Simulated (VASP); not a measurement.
# I (Fmmm) in VASP: further runs, part 2 of 2

VASP 6.6.1. The steps go on from the part before.

## Step 3: Single point, PBE+D3(BJ)

The input, INCAR:

```
SYSTEM = I
  PREC = Accurate
  ENCUT = 520
  EDIFF = 1E-6
  ISMEAR = 0
  SIGMA = 0.1
  LREAL = .False.
  LASPH = .True.
  NELM = 100
  ALGO = Normal
  ISIF = 2
  LWAVE = .False.
  LCHARG = .True.
  GGA = PE
  IVDW = 12
  LELF = .True.
  LVHAR = .True.
  NBANDS = 10
```

The input, KPOINTS:

```
regular mesh
0
Gamma
  6 6 6
  0 0 0
```

The input, POSCAR:

```
I
1.0
    0.0000000000      2.3656004428      3.9098401324
    2.1922454667      0.0000000000      3.9098401324
    2.1922454667      2.3656004428      0.0000000000
I
1
Direct
    0.0000000000      0.0000000000      0.0000000000
```

Potentials or basis: VASP PAW PBE potentials, release 64 (I).

Launch:

```bash
$ cat potpaw_PBE.64/I/POTCAR > POTCAR
$ mpirun -np 1 vasp_std > vasp.out
```

OUTCAR:

```text
SYSTEM = I
   PREC = Accurate
   ENCUT = 520
   EDIFF = 1E-6
   ISMEAR = 0
   LREAL = .False.
   LASPH = .True.
   NELM = 100
   ISIF = 2
   GGA = PE
   IVDW = 12
 IVDW          = 12

 ion  position               nearest neighbor table
   1  0.000  0.000  0.000-

  LATTYP: Found a face centered orthorhombic cell.
 ALAT       =     4.3844909334
 B/A-ratio  =     1.0790764441
 C/A-ratio  =     1.7834864717

  Lattice vectors:

 A1 = (   0.0000000000,   2.3656004428,   3.9098401324)
 A2 = (   2.1922454667,   0.0000000000,   3.9098401324)
 A3 = (   2.1922454667,   2.3656004428,   0.0000000000)

Analysis of symmetry for initial positions (statically):
=====================================================================
 Subroutine PRICEL returns:
 Original cell was already a primitive cell.

 Routine SETGRP: Setting up the symmetry group for a
 face centered orthorhombic supercell.

 Subroutine GETGRP returns: Found  8 space group operations
 (whereof  8 operations were pure point group operations)
 out of a pool of  8 trial point group operations.

The static configuration has the point symmetry D_2h.

Analysis of symmetry for dynamics (positions and initial velocities):
=====================================================================
 Subroutine PRICEL returns:
 Original cell was already a primitive cell.

 Routine SETGRP: Setting up the symmetry group for a
 face centered orthorhombic supercell.

 Subroutine GETGRP returns: Found  8 space group operations
 (whereof  8 operations were pure point group operations)
 out of a pool of  8 trial point group operations.

The dynamic configuration has the point symmetry D_2h.

 Subroutine INISYM returns: Found  8 space group operations
 (whereof  8 operations are pure point group operations),
 and found     1 'primitive' translations

----------------------------------------------------------------------------------------

[... 114 lines left out ...]
   LORBIT       =      0    0 simple, 1 ext, 2 COOP (PROOUT), +10 PAW based schemes
   GGA     = PE    functional components
   LHFCALC =     F    Hartree Fock is set to
   AEXX    =    0.0000 exact exchange contribution
   IVDW    =    12    specifies the selected vdW correction
   LEPSILON=     F    determine dielectric tensor
   LRPA    =     F    only Hartree local field effects (RPA)
 non-spin polarized calculation
 Gauss-broadening in eV      SIGMA  =   0.10
  energy-cutoff  :      520.00
  volume of cell :       40.55
 maximum number of plane-waves:      1109
 NGX is ok and might be reduce to    36
   NGX = 17   NGY = 17   NGZ = 11

 number of electron       7.0000000 magnetization

 Free energy of the ion-electron system (eV)
  ---------------------------------------------------
  ext. energy  EPLUGINS =         0.00000000
  ---------------------------------------------------
  free energy    TOTEN  =        -1.33850536 eV

  energy without entropy =       -1.33218622  energy(sigma->0) =       -1.33534579

 E-fermi :   3.1767     XC(G=0):  -8.2635

 val. band max:        3.1318871214   @ k =  -0.3333   0.3333   0.1667
 cond. band min:       3.1844451773   @ k =   0.5000   0.1667   0.1667
 fundamental gap:      0.0525580558
 Fermi energy:         3.1766529267

 k-point     1 :       0.0000    0.0000    0.0000
  band No.  band energies     occupation
      1     -10.3875      2.00000
      2       1.5503      2.00000
      3       4.2566      0.00000
      4       4.5556      0.00000
      5       8.0344      0.00000
      6      10.9722      0.00000
      7      11.6896      0.00000
      8      15.6045      0.00000
      9      15.9208      0.00000
     10      15.9307      0.00000
[... 287 lines left out ...]
 k-point    24 :       0.5000    0.3333    0.1667
  band No.  band energies     occupation
      1      -9.7005      2.00000
      2       0.3989      2.00000
      3       2.4437      2.00000
      4       2.6834      2.00000
      5      11.5559      0.00000
      6      13.0088      0.00000
      7      13.3608      0.00000
      8      14.8501      0.00000
      9      15.1430      0.00000
     10      16.3097      0.00000

 [... further k-points ...]

------------------------ aborting loop because EDIFF is reached ----------------------------------------

 Edisp (eV)   -0.31720

 E8    (eV) :    -0.1413

  FORCE on cell =-STRESS in cart. coord.  units (eV):
  Direction    XX          YY          ZZ          XY          YZ          ZX
  --------------------------------------------------------------------------------------
  -------------------------------------------------------------------------------------
  Total      -0.19124    -0.23384    -0.18980     0.00000     0.00000     0.00000
  in kB      -7.55577    -9.23875    -7.49861     0.00000     0.00000     0.00000
  external pressure =       -8.10 kB  Pullay stress =        0.00 kB

 VOLUME and BASIS-vectors are now :
 -----------------------------------------------------------------------------
  energy-cutoff  :      520.00
  volume of cell :       40.55
      direct lattice vectors                 reciprocal lattice vectors
     0.000000000  2.365600443  3.909840132    -0.228076649  0.211362828  0.127882467
     2.192245467  0.000000000  3.909840132     0.228076649 -0.211362828  0.127882467
     2.192245467  2.365600443  0.000000000     0.228076649  0.211362828 -0.127882467

 POSITION                                       TOTAL-FORCE (eV/Angst)
 -----------------------------------------------------------------------------------
      0.00000      0.00000      0.00000         0.000000      0.000000     -0.000000
 -----------------------------------------------------------------------------------
    total drift:                                0.000000      0.000000      0.000000

  FREE ENERGIE OF THE ION-ELECTRON SYSTEM (eV)
  ---------------------------------------------------
  free  energy   TOTEN  =        -1.6557045866 eV

  energy  without entropy=       -1.6493854493  energy(sigma->0) =       -1.65254502
```

OSZICAR:

```text
N       E                     dE             d eps       ncg     rms          rms(c)
DAV:   1     0.213306132312E+02    0.21331E+02   -0.25081E+03   920   0.495E+02
DAV:   2    -0.409167954530E+00   -0.21740E+02   -0.21095E+02  1210   0.836E+01
DAV:   3    -0.135806524523E+01   -0.94890E+00   -0.93622E+00  1110   0.178E+01
DAV:   4    -0.136791281914E+01   -0.98476E-02   -0.98465E-02  1218   0.222E+00
DAV:   5    -0.136803105209E+01   -0.11823E-03   -0.11823E-03  1134   0.222E-01    0.494E+00
DAV:   6    -0.134678945887E+01    0.21242E-01   -0.17314E-02  1016   0.619E-01    0.306E+00
DAV:   7    -0.133860353963E+01    0.81859E-02   -0.35932E-02  1004   0.916E-01    0.131E-01
DAV:   8    -0.133850071830E+01    0.10282E-03   -0.16662E-03  1002   0.245E-01    0.276E-02
DAV:   9    -0.133850352559E+01   -0.28073E-05   -0.22538E-05  1222   0.350E-02    0.138E-02
DAV:  10    -0.133850510285E+01   -0.15773E-05   -0.30942E-06  1018   0.104E-02    0.232E-03
DAV:  11    -0.133850535770E+01   -0.25485E-06   -0.34370E-07   932   0.333E-03
   1 F= -.16557046E+01 E0= -.16525450E+01  d E =-.631914E-02
```

Run time: 6.5 s. Hardware: 1 thread of Intel Xeon 6975P-C (Granite Rapids), shared host; peak memory 0.18 GiB.

What came out:

| Property | Result |
| --- | --- |
| Free energy | -1.6557 eV |
| Pressure | -0.8 GPa |
| Dispersion energy per atom | -0.317 eV |

Stress tensor (GPa, compression positive):
```
-0.76  0.00  0.00
 0.00 -0.92  0.00
 0.00  0.00 -0.75
```

Caveat: spin-orbit coupling is left out, which moves the levels of the heavy elements; an odd number of electrons without spin polarisation forces a metal; a magnetic or distorted state may lie lower; pairwise dispersion overbinds metals, which lowers pressure and volume.
